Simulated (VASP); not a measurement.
## BaO: single point with PBEsol

BaO:

```
Ba O
1.0
     0.00000    2.74509    2.74509
     2.74509    0.00000    2.74509
     2.74509    2.74509    0.00000
Ba O
1 1
Direct
  0.00000 0.00000 0.00000
  0.50000 0.50000 0.50000
```

| Quantity | Value |
| --- | --- |
| Program | VASP 6.6.1 |
| Task | single point |
| Functional | PBEsol |
| Potentials or basis | VASP PAW PBE potentials, release 64 (Ba_sv, O) |
| Cutoff | 520 eV |
| k mesh | 7 × 7 × 7 |
| Occupations | gaussian, width 0.01 eV |
| Spin | no spin polarisation |
| Dipole correction | no |
| Further INCAR settings | ALGO = Normal; EDIFF = 1e-06; NBANDS = 15 |

The pressure is 1.9 GPa and the band gap on the k mesh is 1.91 eV, indirect (least direct gap 2.09 eV).

Levels at points of the mesh, in eV from the valence-band top:
```tsv
k point	band 6	band 7	band 8	band 9	band 10	band 11
(0.00, 0.00, 0.00)	-0.37	-0.37	-0.37	3.53	4.67	4.67
```

It took 6.4 s on 1 thread of Intel(R) Xeon(R) 6975P-C (Granite Rapids), on a shared host, peak memory 0.17 GiB.

Caveat: the PAW data sets were made with another functional, which shifts forces and pressure a little; spin-orbit coupling is left out, which moves the levels of the heavy elements. Expect the measured gap to be larger: semilocal functionals such as PBEsol lack the derivative discontinuity.
